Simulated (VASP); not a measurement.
# Mo (I4/mmm) in VASP: notebook, part 2 of 2

VASP 6.6.1.

## (3) Single point, r2SCAN (strain +0.000 along x and y, +0.080 along z)

The input, POSCAR:

```
Mo
1.0
   -1.5710000000      1.5710000000      1.6966800000
    1.5710000000     -1.5710000000      1.6966800000
    1.5710000000      1.5710000000     -1.6966800000
Mo
1
Direct
    0.0000000000      0.0000000000      0.0000000000
```

The input, INCAR.step1:

```
SYSTEM = Mo
PREC     = Accurate       ! precision mode
ENCUT    = 520            ! plane-wave cutoff, eV
ISMEAR   = 0              ! smearing method
SIGMA    = 0.15           ! smearing width, eV
LREAL    = .False.        ! projectors in reciprocal space
LASPH    = .True.         ! aspherical terms in the spheres
NELM     = 80             ! most SCF steps
NBANDS   = 13             ! bands
GGA      = PE             ! functional
ALGO     = Normal         ! electronic algorithm
EDIFF    = 1E-4           ! SCF threshold, eV
LWAVE    = .True.         ! write WAVECAR
LCHARG   = .False.        ! write CHGCAR
```

The input, INCAR.step2:

```
SYSTEM = Mo
PREC     = Accurate       ! precision mode
ENCUT    = 520            ! plane-wave cutoff, eV
EDIFF    = 1E-6           ! SCF threshold, eV
ISMEAR   = 0              ! smearing method
SIGMA    = 0.15           ! smearing width, eV
LREAL    = .False.        ! projectors in reciprocal space
LASPH    = .True.         ! aspherical terms in the spheres
NELM     = 80             ! most SCF steps
ALGO     = Normal         ! electronic algorithm
ISIF     = 2              ! what is computed and relaxed
LWAVE    = .False.        ! write WAVECAR
LCHARG   = .False.        ! write CHGCAR
METAGGA  = R2SCAN         ! meta-GGA
LMIXTAU  = .True.       
NBANDS   = 13             ! bands
ISTART   = 1
```

The input, KPOINTS:

```
Automatic mesh
0
Gamma
  22 22 22
  0 0 0
```

Potentials or basis: VASP PAW PBE potentials, release 64 (Mo_sv).

Launch:

```console
$ cat potpaw_PBE.64/Mo_sv/POTCAR > POTCAR
$ cp INCAR.step1 INCAR
$ mpirun -np 1 vasp_std > vasp.out
$ cp INCAR.step2 INCAR
$ mpirun -np 1 vasp_std > vasp.out
```

OUTCAR:

```text
SYSTEM = Mo
   PREC = Accurate
   ENCUT = 520
   EDIFF = 1E-6
   ISMEAR = 0
   LREAL = .False.
   LASPH = .True.
   NELM = 80
   ISIF = 2
   METAGGA = R2SCAN
   ISTART = 1

 ion  position               nearest neighbor table
   1  0.000  0.000  0.000-

  LATTYP: Found a body centered tetragonal cell.
 ALAT       =     3.1420000000
 C/A-ratio  =     1.0800000000

  Lattice vectors:

 A1 = (  -1.5710000000,   1.5710000000,   1.6966800000)
 A2 = (   1.5710000000,  -1.5710000000,   1.6966800000)
 A3 = (   1.5710000000,   1.5710000000,  -1.6966800000)

Analysis of symmetry for initial positions (statically):
=====================================================================
 Subroutine PRICEL returns:
 Original cell was already a primitive cell.

 Routine SETGRP: Setting up the symmetry group for a
 body centered tetragonal supercell.

 Subroutine GETGRP returns: Found 16 space group operations
 (whereof 16 operations were pure point group operations)
 out of a pool of 16 trial point group operations.

The static configuration has the point symmetry D_4h.

[... 167 lines left out ...]
  band No.  band energies     occupation
      1     -51.7550      2.00000
      2     -24.3870      2.00000
      3     -24.3761      2.00000
      4     -24.3761      2.00000
      5       4.0389      2.00000
      6       9.9496      2.00000
      7       9.9496      2.00000
      8      10.7677      2.00000
      9      12.6804      0.00000
     10      13.6968      0.00000
     11      25.9470      0.00000
     12      27.4131      0.00000
     13      27.4131      0.00000
[... 354 lines left out ...]
  band No.  band energies     occupation
      1     -51.5458      2.00000
      2     -25.5435      2.00000
      3     -24.7226      2.00000
      4     -24.3935      2.00000
      5       6.4278      2.00000
      6       8.6162      2.00000
      7      11.7709      0.00419
      8      12.7096      0.00000
      9      14.0102      0.00000
     10      15.5633      0.00000
     11      22.9343      0.00000
     12      24.3194      0.00000
     13      29.8371      0.00000

 [... further k-points ...]

------------------------ aborting loop because EDIFF is reached ----------------------------------------

  FORCE on cell =-STRESS in cart. coord.  units (eV):
  Direction    XX          YY          ZZ          XY          YZ          ZX
  --------------------------------------------------------------------------------------
  -------------------------------------------------------------------------------------
  Total       -0.8442848     -0.8442848     -2.9109606      0.0000000      0.0000000      0.0000000
  in kB      -80.7583147    -80.7583147   -278.4419089      0.0000000      0.0000000      0.0000000
  external PRESSURE =    -146.6528461 kB  Pullay stress =       0.0000000 kB

 VOLUME and BASIS-vectors are now :
 -----------------------------------------------------------------------------
  energy-cutoff  :      520.00
  volume of cell :       16.75
      direct lattice vectors                 reciprocal lattice vectors
    -1.571000000  1.571000000  1.696680000     0.000000000  0.318268619  0.294693165
     1.571000000 -1.571000000  1.696680000     0.318268619  0.000000000  0.294693165
     1.571000000  1.571000000 -1.696680000     0.318268619  0.318268619  0.000000000

 POSITION                                       TOTAL-FORCE (eV/Angst)
 -----------------------------------------------------------------------------------
      0.00000      0.00000      0.00000        -0.000000      0.000000      0.000000
 -----------------------------------------------------------------------------------
    total drift:                                0.000000      0.000000      0.000000

  FREE ENERGIE OF THE ION-ELECTRON SYSTEM (eV)
  ---------------------------------------------------
  free  energy   TOTEN  =       -25.9731363709 eV

  energy  without entropy=      -25.9658987034  energy(sigma->0) =      -25.96951754
```

OUTCAR.step1:

```text
SYSTEM = Mo
   PREC = Accurate
   ENCUT = 520
   ISMEAR = 0
   LREAL = .False.
   LASPH = .True.
   NELM = 80
[... 602 lines left out ...]
 -----------------------------------------------------------------------------------
      0.00000      0.00000      0.00000         0.000000      0.000000     -0.000000
 -----------------------------------------------------------------------------------
    total drift:                                0.000000      0.000000     -0.000000

  FREE ENERGIE OF THE ION-ELECTRON SYSTEM (eV)
  ---------------------------------------------------
  free  energy   TOTEN  =       -10.8476740367 eV

  energy  without entropy=      -10.8397673041  energy(sigma->0) =      -10.84372067
```

OSZICAR.step1:

```text
N       E                     dE             d eps       ncg     rms          rms(c)
DAV:   1     0.917768988645E+02    0.91777E+02   -0.80070E+03 21851   0.110E+03
DAV:   2    -0.103795634590E+02   -0.10216E+03   -0.98511E+02 24904   0.307E+02
DAV:   3    -0.115614930068E+02   -0.11819E+01   -0.11780E+01 24339   0.329E+01
DAV:   4    -0.115642897494E+02   -0.27967E-02   -0.27967E-02 24134   0.195E+00
DAV:   5    -0.115643088085E+02   -0.19059E-04   -0.19058E-04 24484   0.143E-01    0.125E+01
DAV:   6    -0.109281774594E+02    0.63613E+00   -0.82905E-01 22274   0.109E+01    0.302E+00
DAV:   7    -0.108512834491E+02    0.76894E-01   -0.14007E-01 24334   0.425E+00    0.106E+00
DAV:   8    -0.108476019671E+02    0.36815E-02   -0.44019E-03 22564   0.844E-01    0.203E-01
DAV:   9    -0.108476740367E+02   -0.72070E-04   -0.14023E-04 23357   0.147E-01
   1 F= -.10847674E+02 E0= -.10843721E+02  d E =-.790673E-02
```

Wall time 5.1 min (1 thread of Intel Xeon Platinum 8488C (Sapphire Rapids), shared host); peak memory 0.28 GiB.

What came out:

```
Free energy            : -25.9731 eV
Pressure               : -14.7 GPa
Band gap on the k mesh : zero (bands 7 and 8 overlap by 4.59 eV)
```

Stress tensor (GPa, compression positive):
```
 -8.08   0.00   0.00
  0.00  -8.08   0.00
  0.00   0.00 -27.84
```

Caveat: the cell differs from its parent crystal (strain +0.000 along x and y, +0.080 along z); the cell stands under tension; the PAW data sets were made with another functional, which shifts forces and pressure a little.
